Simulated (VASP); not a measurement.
A run of VASP 6.6.1 is set up as follows.

The input INCAR:

```
SYSTEM = SnSe2
PREC = Accurate ; ENCUT = 500
EDIFF = 1E-6 ; ISMEAR = 0
SIGMA = 0.01 ; LREAL = .FALSE.
LASPH = .TRUE. ; NELM = 120
ALGO = Normal ; ISIF = 2
LWAVE = .FALSE. ; LCHARG = .TRUE.
LELF = .TRUE. ; LVHAR = .TRUE.
NBANDS = 20 ; GGA_COMPAT = .FALSE.
```

Contents of KPOINTS:

```
regular mesh
0
G
  2 2 1
  0 0 0
```

POSCAR

```
SnSe2
1.0
    3.8110000000      0.0000000000      0.0000000000
   -1.9055000000      3.3004230000      0.0000000000
    0.0000000000      0.0000000000      6.1360000000
Sn Se
1 2
Direct
    0.0000000000      0.0000000000      0.0000000000
    0.3333333333      0.6666666667      0.2490000000
    0.6666666667      0.3333333333      0.7510000000
```

Potentials or basis: VASP PAW LDA potentials, release 64 (Sn_d, Se).

Launch:

```sh
$ cat potpaw_LDA.64/Sn_d/POTCAR potpaw_LDA.64/Se/POTCAR > POTCAR
$ mpirun -np 1 vasp_std > vasp.out
```

**Question.** Predict the largest force.

**Answer.** 1.236 eV/Å.

**Question.** Predict the pressure.

**Answer.** 4.7 GPa.

Stress tensor (GPa, compression positive):
```
 7.35  0.00  0.00
 0.00  7.35  0.00
 0.00  0.00 -0.50
```

Caveat: the k points lie up to 1.02 Å⁻¹ apart; forces of over 1 eV/Å act on the atoms, so gaps and moduli don't describe the material at rest.
